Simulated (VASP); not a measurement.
# TiZn (Pm-3m) in VASP: single point with LDA

Aim: the single point of TiZn with LDA.

Everything below comes from runs of VASP 6.6.1. Logs are shortened: lines on timing, memory, paths and dates and some standing lists are left out, and cuts for length are marked.

**1. The cell of the first run**

It takes space group Pm-3m (No. 221, cubic). The conventional cell has a = 3.124 Å, b = 3.124 Å, c = 3.124 Å, α = 90.00°, β = 90.00°, γ = 90.00°. Ti (site symmetry m-3m) has 8 Zn at 2.71 Å and 6 Ti at 3.12 Å within 3.6 Å. Zn (site symmetry m-3m) has 8 Ti at 2.71 Å and 6 Zn at 3.12 Å within 3.6 Å.

**2. Single point, LDA**

INCAR

```
SYSTEM = TiZn
  PREC = Accurate
  ENCUT = 500
  EDIFF = 1E-6
  ISMEAR = 0
  SIGMA = 0.1
  LREAL = .False.
  LASPH = .True.
  NELM = 120
  ALGO = Normal
  ISIF = 2
  LWAVE = .False.
  LCHARG = .False.
  NBANDS = 19
  GGA_COMPAT = .False.
```

KPOINTS

```
Automatic mesh
0
Gamma
  6 6 6
  0 0 0
```

POSCAR

```
TiZn
1.0
    3.1237475700      0.0000000000      0.0000000000
    0.0000000000      3.1237475700      0.0000000000
    0.0000000000      0.0000000000      3.1237475700
Ti Zn
1 1
Direct
    0.5000000000      0.5000000000      0.5000000000
    0.0000000000      0.0000000000      0.0000000000
```

Potentials or basis: VASP PAW LDA potentials, release 64 (Ti_sv, Zn).

Run with:

```
$ cat potpaw_LDA.64/Ti_sv/POTCAR potpaw_LDA.64/Zn/POTCAR > POTCAR
$ mpirun -np 1 vasp_std > vasp.out
```

OUTCAR:

```text
SYSTEM = TiZn
   PREC = Accurate
   ENCUT = 500
   EDIFF = 1E-6
   ISMEAR = 0
   LREAL = .False.
   LASPH = .True.
   NELM = 120
   ISIF = 2

 ion  position               nearest neighbor table
   1  0.500  0.500  0.500-   2 2.71   2 2.71   2 2.71   2 2.71   2 2.71   2 2.71   2 2.71   2 2.71

   2  0.000  0.000  0.000-   1 2.71   1 2.71   1 2.71   1 2.71   1 2.71   1 2.71   1 2.71   1 2.71

  LATTYP: Found a simple cubic cell.
 ALAT       =     3.1237475700

  Lattice vectors:

 A1 = (   3.1237475700,   0.0000000000,   0.0000000000)
 A2 = (   0.0000000000,   3.1237475700,   0.0000000000)
 A3 = (   0.0000000000,   0.0000000000,   3.1237475700)

Analysis of symmetry for initial positions (statically):
=====================================================================
 Subroutine PRICEL returns:
 Original cell was already a primitive cell.

 Routine SETGRP: Setting up the symmetry group for a
 simple cubic supercell.

 Subroutine GETGRP returns: Found 48 space group operations
 (whereof 48 operations were pure point group operations)
 out of a pool of 48 trial point group operations.

The static configuration has the point symmetry O_h .

Analysis of symmetry for dynamics (positions and initial velocities):
=====================================================================
 Subroutine PRICEL returns:
 Original cell was already a primitive cell.

 Routine SETGRP: Setting up the symmetry group for a
 simple cubic supercell.

 Subroutine GETGRP returns: Found 48 space group operations
 (whereof 48 operations were pure point group operations)
 out of a pool of 48 trial point group operations.

The dynamic configuration has the point symmetry O_h .

 Subroutine INISYM returns: Found 48 space group operations
 (whereof 48 operations are pure point group operations),
 and found     1 'primitive' translations

----------------------------------------------------------------------------------------

                                     Primitive cell

  volume of cell :      30.4809

  direct lattice vectors                    reciprocal lattice vectors
     3.123747570  0.000000000  0.000000000     0.320128300  0.000000000  0.000000000
     0.000000000  3.123747570  0.000000000     0.000000000  0.320128300  0.000000000
     0.000000000  0.000000000  3.123747570     0.000000000  0.000000000  0.320128300

  length of vectors
     3.123747570  3.123747570  3.123747570     0.320128300  0.320128300  0.320128300

  position of ions in fractional coordinates (direct lattice)
     0.500000000  0.500000000  0.500000000
     0.000000000  0.000000000  0.000000000

  ion indices of the primitive-cell ions
   primitive index   ion index
                 1           1
                 2           2

----------------------------------------------------------------------------------------

 KPOINTS: Automatic mesh

Automatic generation of k-mesh.
 Grid dimensions read from file:
 generate k-points for:    6    6    6

 Generating k-lattice:

  Cartesian coordinates                     Fractional coordinates (reciprocal lattice)
     0.053354717  0.000000000  0.000000000     0.166666667  0.000000000  0.000000000
     0.000000000  0.053354717  0.000000000     0.000000000  0.166666667  0.000000000
     0.000000000  0.000000000  0.053354717     0.000000000  0.000000000  0.166666667

  Length of vectors
     0.053354717  0.053354717  0.053354717

  Shift w.r.t. Gamma in fractional coordinates (k-lattice)
     0.000000000  0.000000000  0.000000000

 Subroutine IBZKPT returns following result:
 ===========================================

 Found     20 irreducible k-points:

 Following reciprocal coordinates:
            Coordinates               Weight
  0.000000  0.000000  0.000000      1.000000
  0.166667  0.000000  0.000000      6.000000
  0.333333  0.000000  0.000000      6.000000
  0.500000  0.000000  0.000000      3.000000
  0.166667  0.166667  0.000000     12.000000
  0.333333  0.166667  0.000000     24.000000
[... 12 lines left out ...]
  0.500000  0.500000  0.333333      6.000000
  0.500000  0.500000  0.500000      1.000000
   k-points           NKPTS =     20   k-points in BZ     NKDIM =     20   number of bands    NBANDS=     19
   number of dos      NEDOS =    301   number of ions     NIONS =      2
   total plane-waves  NPLWV =  13824
   dimension x,y,z NGX =    24 NGY =   24 NGZ =   24
   dimension x,y,z NGXF=    48 NGYF=   48 NGZF=   48
   ions per type =               1   1
   NGX,Y,Z   is equivalent  to a cutoff of  12.77, 12.77, 12.77 a.u.
   NGXF,Y,Z  is equivalent  to a cutoff of  25.55, 25.55, 25.55 a.u.
 SYSTEM =  TiZn
   PREC   = accura    normal or accurate (medium, high low for compatibility)
   ISTART =      0    job   : 0-new  1-cont  2-samecut
   ICHARG =      2    charge: 1-file 2-atom 10-const
   ISPIN  =      1    spin polarized calculation?
   LNONCOLLINEAR =      F non collinear calculations
   LSORBIT =      F    spin-orbit coupling
   LASPH  =      T    aspherical Exc in radial PAW
   ENCUT  =  500.0 eV  36.75 Ry    6.06 a.u.   5.70  5.70  5.70*2*pi/ulx,y,z
   NELM   =    120;   NELMIN=  2; NELMDL= -5     # of ELM steps
   EDIFF  = 0.1E-05   stopping-criterion for ELM
   LREAL  =      F    real-space projection
   EDIFFG = 0.1E-04   stopping-criterion for IOM
   NSW    =      0    number of steps for IOM
   IBRION =     -1    ionic relax: 0-MD 1-quasi-New 2-CG
   NFREE  =      0    steps in history (QN), initial steepest desc. (CG)
   ISIF   =      2    stress and relaxation
   ISYM   =      2    0-nonsym 1-usesym 2-fastsym
   POTIM  = 0.5000    time-step for ionic-motion
   TEBEG  =    0.0;   TEEND  =   0.0 temperature during run
   PSTRESS=    0.0 pullay stress
   NELECT =      24.0000    total number of electrons
   NUPDOWN=      -1.0000    fix difference up-down
   EMIN   =  10.00;   EMAX   =-10.00  energy-range for DOS
   EFERMI =   0.00;   METHOD = LEGACY
   ISMEAR =     0;   SIGMA  =   0.10  broadening in eV -4-tet -1-fermi 0-gaus
   EFERMI_NEDOS =   21; number of points for ismear=-14 and -15
   IALGO  =     38    algorithm
   IMIX   =      4    mixing-type and parameters
     AMIX     =   0.40;   BMIX     =  1.00
     AMIX_MAG =   1.60;   BMIX_MAG =  1.00
  volume/ion in A,a.u.               =      15.24       102.85
  Fermi-wavevector in a.u.,A,eV,Ry     =   1.511713  2.856723 31.093065  2.285276
  Thomas-Fermi vector in A             =   2.621734
   LORBIT       =      0    0 simple, 1 ext, 2 COOP (PROOUT), +10 PAW based schemes
   GGA     = CA    functional components
   LHFCALC =     F    Hartree Fock is set to
   AEXX    =    0.0000 exact exchange contribution
   IVDW    =     0    specifies the selected vdW correction
   LEPSILON=     F    determine dielectric tensor
   LRPA    =     F    only Hartree local field effects (RPA)
 non-spin polarized calculation
 Gauss-broadening in eV      SIGMA  =   0.10
  energy-cutoff  :      500.00
  volume of cell :       30.48
 maximum number of plane-waves:       804
 NGX is ok and might be reduce to    24
   NGX = 11   NGY = 11   NGZ = 11

 number of electron      23.9999966 magnetization

 Free energy of the ion-electron system (eV)
  ---------------------------------------------------
  ext. energy  EPLUGINS =         0.00000000
  ---------------------------------------------------
  free energy    TOTEN  =       -10.84423795 eV

  energy without entropy =      -10.84057910  energy(sigma->0) =      -10.84240852

 E-fermi :   5.9327     XC(G=0): -12.1917

 val. band max:        5.8499783534   @ k =   0.5000   0.1667   0.0000
 cond. band min:       6.1400554067   @ k =   0.5000   0.1667   0.1667
 fundamental gap:      0.2900770533
 Fermi energy:         5.9327211161

 k-point     1 :       0.0000    0.0000    0.0000
  band No.  band energies     occupation
      1     -50.2528      2.00000
      2     -26.7970      2.00000
      3     -26.7970      2.00000
      4     -26.7970      2.00000
      5      -2.4645      2.00000
      6      -1.4606      2.00000
[... 11 lines left out ...]
     18      12.3902      0.00000
     19      18.7123      0.00000

 k-point     2 :       0.1667    0.0000    0.0000
  band No.  band energies     occupation
      1     -50.2480      2.00000
      2     -26.8480      2.00000
      3     -26.7929      2.00000
      4     -26.7929      2.00000
      5      -2.0047      2.00000
      6      -1.4216      2.00000
[... 11 lines left out ...]
     18      13.4054      0.00000
     19      18.3833      0.00000

 k-point     3 :       0.3333    0.0000    0.0000
  band No.  band energies     occupation
      1     -50.2384      2.00000
      2     -26.9487      2.00000
      3     -26.7846      2.00000
      4     -26.7846      2.00000
      5      -1.3495      2.00000
      6      -1.3424      2.00000
[... 11 lines left out ...]
     18      15.6249      0.00000
     19      17.6650      0.00000

 k-point     4 :       0.5000    0.0000    0.0000
  band No.  band energies     occupation
      1     -50.2337      2.00000
      2     -26.9985      2.00000
      3     -26.7804      2.00000
      4     -26.7804      2.00000
      5      -1.3023      2.00000
      6      -1.2488      2.00000
[... 11 lines left out ...]
     18      17.8493      0.00000
     19      17.8493      0.00000

 k-point     5 :       0.1667    0.1667    0.0000
  band No.  band energies     occupation
      1     -50.2433      2.00000
      2     -26.8457      2.00000
      3     -26.8403      2.00000
      4     -26.7886      2.00000
      5      -1.6185      2.00000
      6      -1.3438      2.00000
[... 11 lines left out ...]
     18      14.1990      0.00000
     19      18.5037      0.00000

 k-point     6 :       0.3333    0.1667    0.0000
  band No.  band energies     occupation
      1     -50.2338      2.00000
      2     -26.9421      2.00000
      3     -26.8329      2.00000
      4     -26.7801      2.00000
      5      -1.3462      2.00000
      6      -1.2335      2.00000
[... 11 lines left out ...]
     18      16.0494      0.00000
     19      17.7552      0.00000

 k-point     7 :       0.5000    0.1667    0.0000
  band No.  band energies     occupation
      1     -50.2291      2.00000
      2     -26.9911      2.00000
      3     -26.8280      2.00000
      4     -26.7759      2.00000
      5      -1.3045      2.00000
      6      -1.2212      2.00000
[... 11 lines left out ...]
     18      16.4094      0.00000
     19      17.7106      0.00000

 k-point     8 :       0.3333    0.3333    0.0000
  band No.  band energies     occupation
      1     -50.2246      2.00000
      2     -26.9315      2.00000
      3     -26.9263      2.00000
      4     -26.7712      2.00000
      5      -1.3755      2.00000
      6      -1.3306      2.00000
[... 168 lines left out ...]
 k-point    16 :       0.5000    0.5000    0.1667
  band No.  band energies     occupation
      1     -50.2109      2.00000
      2     -26.9634      2.00000
      3     -26.9634      2.00000
      4     -26.8087      2.00000
      5      -1.4547      2.00000
      6      -1.2182      2.00000
[... 11 lines left out ...]
     18      12.4230      0.00000
     19      15.4988      0.00000

 k-point    17 :       0.3333    0.3333    0.3333
  band No.  band energies     occupation
      1     -50.2110      2.00000
      2     -26.9148      2.00000
      3     -26.9105      2.00000
      4     -26.9105      2.00000
      5      -1.3150      2.00000
      6      -1.2370      2.00000
[... 11 lines left out ...]
     18      11.7916      0.00000
     19      16.3514      0.00000

 k-point    18 :       0.5000    0.3333    0.3333
  band No.  band energies     occupation
      1     -50.2064      2.00000
      2     -26.9582      2.00000
      3     -26.9073      2.00000
      4     -26.9053      2.00000
      5      -1.3490      2.00000
      6      -1.2689      2.00000
[... 11 lines left out ...]
     18      13.8401      0.00000
     19      13.9624      0.00000

 k-point    19 :       0.5000    0.5000    0.3333
  band No.  band energies     occupation
      1     -50.2019      2.00000
      2     -26.9522      2.00000
      3     -26.9522      2.00000
      4     -26.9009      2.00000
      5      -1.3548      2.00000
      6      -1.2792      2.00000
[... 11 lines left out ...]
     18      12.1779      0.00000
     19      14.1051      0.00000

 k-point    20 :       0.5000    0.5000    0.5000
  band No.  band energies     occupation
      1     -50.1973      2.00000
      2     -26.9465      2.00000
      3     -26.9465      2.00000
      4     -26.9465      2.00000
      5      -1.3090      2.00000
      6      -1.3090      2.00000
[... 11 lines left out ...]
     18      11.7826      0.00000
     19      13.7811      0.00000

------------------------ aborting loop because EDIFF is reached ----------------------------------------

  FORCE on cell =-STRESS in cart. coord.  units (eV):
  Direction    XX          YY          ZZ          XY          YZ          ZX
  --------------------------------------------------------------------------------------
  -------------------------------------------------------------------------------------
  Total       -1.2740819     -1.2740819     -1.2740819     -0.0000000     -0.0000000      0.0000000
  in kB      -66.9699752    -66.9699752    -66.9699752     -0.0000000     -0.0000000      0.0000000
  external PRESSURE =     -66.9699752 kB  Pullay stress =       0.0000000 kB

 VOLUME and BASIS-vectors are now :
 -----------------------------------------------------------------------------
  energy-cutoff  :      500.00
  volume of cell :       30.48
      direct lattice vectors                 reciprocal lattice vectors
     3.123747570  0.000000000  0.000000000     0.320128300  0.000000000  0.000000000
     0.000000000  3.123747570  0.000000000     0.000000000  0.320128300  0.000000000
     0.000000000  0.000000000  3.123747570     0.000000000  0.000000000  0.320128300

 POSITION                                       TOTAL-FORCE (eV/Angst)
 -----------------------------------------------------------------------------------
      1.56187      1.56187      1.56187         0.000000      0.000000      0.000000
      0.00000      0.00000      0.00000         0.000000      0.000000      0.000000
 -----------------------------------------------------------------------------------
    total drift:                                0.000000      0.000000     -0.000000

  FREE ENERGIE OF THE ION-ELECTRON SYSTEM (eV)
  ---------------------------------------------------
  free  energy   TOTEN  =       -10.8442379476 eV

  energy  without entropy=      -10.8405790953  energy(sigma->0) =      -10.84240852
```

Run time: 11 s. Hardware: 1 thread of Intel Xeon 8259CL, shared host; peak memory 0.13 GiB.

Results:

- Free energy: -10.8442 eV
- Pressure: -6.7 GPa
- Band gap on the k mesh: zero (band 12 reaches 5.85 eV, above the bottom of band 13 at 5.80 eV)
